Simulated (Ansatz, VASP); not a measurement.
# SnO: VASP beside Ansatz

File INCAR:

```
SYSTEM = SnO
  PREC = Accurate
  ENCUT = 520
  EDIFF = 1E-6
  ISMEAR = 0
  SIGMA = 0.05
  LREAL = .False.
  LASPH = .True.
  NELM = 120
  ALGO = Normal
  ISIF = 2
  LWAVE = .False.
  LCHARG = .False.
  LDIPOL = .True.
  IDIPOL = 3
  DIPOL = 0.5 0.5 0.406
  GGA = PE
  IVDW = 12
  NBANDS = 50
  GGA_COMPAT = .False.
  NELMDL = -8
```

KPOINTS

```
Automatic mesh
0
Gamma
  7 7 1
  0 0 0
```

The input POSCAR:

```
SnO
1.0
    3.8205591864     -0.0000144263      0.0000000000
    0.0000145052      3.8205591864      0.0000000000
    0.0000000000      0.0000000000     22.2281054423
Sn O
4 4
Direct
    0.7499972411      0.2500027589      0.2024464033
    0.2499972411      0.7500027589      0.3088006191
    0.4999972411      1.0000027589      0.5022494045
   -0.0000027589      1.5000027589      0.6086036202
    0.2499972411      0.2500027589      0.2556235112
    0.7499972411      0.7500027589      0.2556235112
   -0.0000027589      1.0000027589      0.5554265123
    0.4999972411      1.5000027589      0.5554265123
```

Input for Ansatz:

```yaml
crystal:
  lattice:
    - [3.8205591864, -1.44263e-05, 0.0]
    - [1.45052e-05, 3.8205591864, 0.0]
    - [0.0, 0.0, 22.2281054423]
  atoms:
    - { symbol: Sn, position: [0.7499972411, 0.2500027589, 0.2024464033] }
    - { symbol: O, position: [0.2499972411, 0.2500027589, 0.2556235112] }
    - { symbol: O, position: [0.7499972411, 0.7500027589, 0.2556235112] }
    - { symbol: Sn, position: [0.2499972411, 0.7500027589, 0.3088006191] }
    - { symbol: Sn, position: [0.4999972411, 1.0000027589, 0.5022494045] }
    - { symbol: O, position: [-2.7589e-06, 1.0000027589, 0.5554265123] }
    - { symbol: O, position: [0.4999972411, 1.5000027589, 0.5554265123] }
    - { symbol: Sn, position: [-2.7589e-06, 1.5000027589, 0.6086036202] }
basis:
  ecutwfc: 420
kpoints:
  mp_grid: { grid: [7, 7, 1] }
hamiltonian:
  xc: pbe
  dispersion: d3bj
scf:
  occupations: { method: gaussian, width: 0.05 }
output:
  forces: true
  eigenvalues: true
efield:
  axis: 3
  dipole_correction: true
  ramp_width: 0.04
```

Alike in both runs: task single point; functional PBE; dispersion D3(BJ); k mesh 7 × 7 × 1; occupations gaussian, width 0.05 eV; no spin polarisation.

```csv
,VASP,Ansatz
version,VASP 6.6.1,Ansatz 0.2.0
potentials or method,"VASP PAW PBE potentials, release 64 (Sn_d, O), cutoff 520 eV","scalar-relativistic, plane waves, PAW"
valence electrons in the cell,80,80
```

```tsv
	VASP	Ansatz	Ansatz less VASP
gap on the k mesh at the Fermi level (eV)	2.56	2.60	+0.041
least direct gap on the mesh (eV)	2.59	2.63	+0.039
rms of the force components (eV/Å)	0.042	0.015	-0.0271
```
